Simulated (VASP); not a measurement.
Input of a VASP 6.6.1 run:

POSCAR

```
B18N19
1.0
    7.5056650000      0.0000000000      0.0000000000
   -3.7528330000      6.5000970000      0.0000000000
    0.0000000000      0.0000000000      6.8546160000
B N
18 19
Direct
   -0.0037382366      0.0040614779      0.7605094144
    0.0112382737      0.0113382923      0.2478913480
   -0.0162870254      0.3272874236      0.7583356967
   -0.0032821208      0.3435179506      0.2484894850
   -0.0017821153      0.6831436515      0.7578105032
   -0.0039361173      0.6769437441      0.2363370902
    0.3187427886     -0.0139690223      0.7680809545
    0.3301597587      0.0025230393      0.2203624536
    0.3220560582      0.3125491820      0.7628873740
    0.3455215777      0.3517793658      0.2337986548
    0.3244848844      0.6432673235      0.7611075515
    0.3275404251      0.6734668729      0.2076410991
    0.6563518036     -0.0100306195      0.7603343499
    0.6716156865     -0.0016461293      0.2046795911
    0.6584280630      0.3317335111      0.7807001880
    0.6684473893      0.3351180759      0.3112501123
    0.6615773023      0.6622670400      0.7783368171
    0.6670029594      0.6595286193      0.2534058801
    0.2243933218      0.1211674226      0.2570822348
    0.0980435053      0.2233197443      0.7442138261
    0.2240413423      0.4537316905      0.2220109777
    0.1042188125      0.5500994831      0.7759588575
    0.2177369581      0.7891266853      0.2088957281
    0.1093312975      0.8878636734      0.7455997535
    0.5562651442      0.1168290258      0.1985960993
    0.4370527524      0.2085815027      0.7667533820
    0.5545410844      0.4472087109      0.2690741538
    0.4420328818      0.5431765095      0.7724429786
    0.5579910592      0.7803422010      0.2154022924
    0.4344838603      0.8704331643      0.7620266402
    0.8888362270      0.1174597856      0.2421871626
    0.7688572111      0.2174582933      0.7709841076
    0.8929174454      0.4545470629      0.2886230243
    0.7736985742      0.5454072455      0.7637772853
    0.8909707957      0.7871728683      0.2640118717
    0.7797847336      0.8874636794      0.7717573092
    0.5565969661      0.1314288079      0.4467646328
```

Contents of INCAR.step1:

```
PREC     = Accurate       # precision mode
ENCUT    = 520            # plane-wave cutoff, eV
ISMEAR   = -1             # smearing method
SIGMA    = 0.02           # smearing width, eV
LREAL    = Auto         
LASPH    = True           # aspherical terms in the spheres
NELM     = 150            # most SCF steps
ISPIN    = 2              # spin polarisation
MAGMOM   = 0 0 0 0 0 0 0 0 0 0 0 0 0 0 0 0 0 0 0 0 0 0 0 0 0 0 0 0 0 0 0 0 0 0 0 0 0.49 # initial moments
NBANDS   = 102            # bands
GGA      = PE             # functional
ALGO     = Normal         # electronic algorithm
EDIFF    = 1E-4           # SCF threshold, eV
LWAVE    = True           # write WAVECAR
LCHARG   = False          # write CHGCAR
```

Contents of INCAR.step2:

```
PREC     = Accurate       # precision mode
ENCUT    = 520            # plane-wave cutoff, eV
EDIFF    = 1E-6           # SCF threshold, eV
ISMEAR   = -1             # smearing method
SIGMA    = 0.02           # smearing width, eV
LREAL    = Auto         
LASPH    = True           # aspherical terms in the spheres
NELM     = 150            # most SCF steps
ALGO     = Normal         # electronic algorithm
ISIF     = 2              # what is computed and relaxed
LWAVE    = False          # write WAVECAR
LCHARG   = False          # write CHGCAR
ISPIN    = 2              # spin polarisation
MAGMOM   = 0 0 0 0 0 0 0 0 0 0 0 0 0 0 0 0 0 0 0 0 0 0 0 0 0 0 0 0 0 0 0 0 0 0 0 0 0.49 # initial moments
LORBIT   = 11             # projections on sites
METAGGA  = R2SCAN         # meta-GGA
LMIXTAU  = True         
IVDW     = 12             # dispersion correction
VDW_S6   = 1.0          
VDW_S8   = 0.78981345   
VDW_A1   = 0.49484001   
VDW_A2   = 5.73083694   
NBANDS   = 102            # bands
ISTART   = 1
```

File KPOINTS:

```
Automatic mesh
0
Gamma
  2 2 1
```

Potentials or basis: VASP PAW PBE potentials, release 64 (B, N).

The run is started by

```sh
$ cat potpaw_PBE.64/B/POTCAR potpaw_PBE.64/N/POTCAR > POTCAR
$ cp INCAR.step1 INCAR
$ mpirun -np 1 vasp_std > vasp.out
$ cp INCAR.step2 INCAR
$ mpirun -np 1 vasp_std > vasp.out
```

Task: Estimate the pressure.

Result: -0.9 GPa.

Task: What does it give for the site moments?

Result: B -0.00, +0.00, -0.02 (each value once); N +0.02, +0.00, +0.01, -0.00, +0.03, +0.61 (each value once) μB.

Task: Predict the dispersion energy per atom.

Result: -0.068 eV.

Forces on the atoms (eV/Å):
```
B    0.343 -0.498 -0.967
B   -3.079 -0.638  0.601
B    0.748  1.990  0.626
B    1.411 -0.468 -0.008
B    2.160 -7.419  0.582
B    1.111 -1.328  2.049
B    4.456  0.486 -1.021
B   -1.119  1.599  0.422
B   -1.093  2.807 -0.353
B   -2.336 -2.477  1.312
B   -1.348  2.164  0.826
B    1.424  0.584  0.488
B    0.097  0.446  0.635
B   -0.002  0.334  1.102
B    1.528 -1.929 -0.928
B   -0.574 -1.447 -0.668
B    1.261 -0.534 -0.970
B   -1.500  3.520 -0.465
N    2.184  0.909 -1.405
N    2.825 -1.426  0.472
N   -0.690 -0.105 -0.114
N   -1.115  0.583 -1.140
N    0.820 -1.963 -0.442
N   -3.066  2.817  0.537
N    0.663 -0.176  1.266
N   -0.941 -0.025  1.136
N    1.494  0.292  0.312
N   -0.271 -1.384 -0.202
N   -0.472 -1.173 -0.209
N   -0.699  0.646  0.462
N    0.627  0.264 -0.506
N   -1.384 -1.503  0.169
N    0.137  0.969 -1.084
N   -1.700  3.692  0.720
N   -0.233 -0.230 -0.894
N   -1.846 -1.093 -0.071
N    0.177  1.716 -2.268
```

Caveat: the k points lie up to 0.92 Å⁻¹ apart, too coarse for converged energies, forces and pressures; the PAW data sets were made with another functional, which shifts forces and pressure a little.
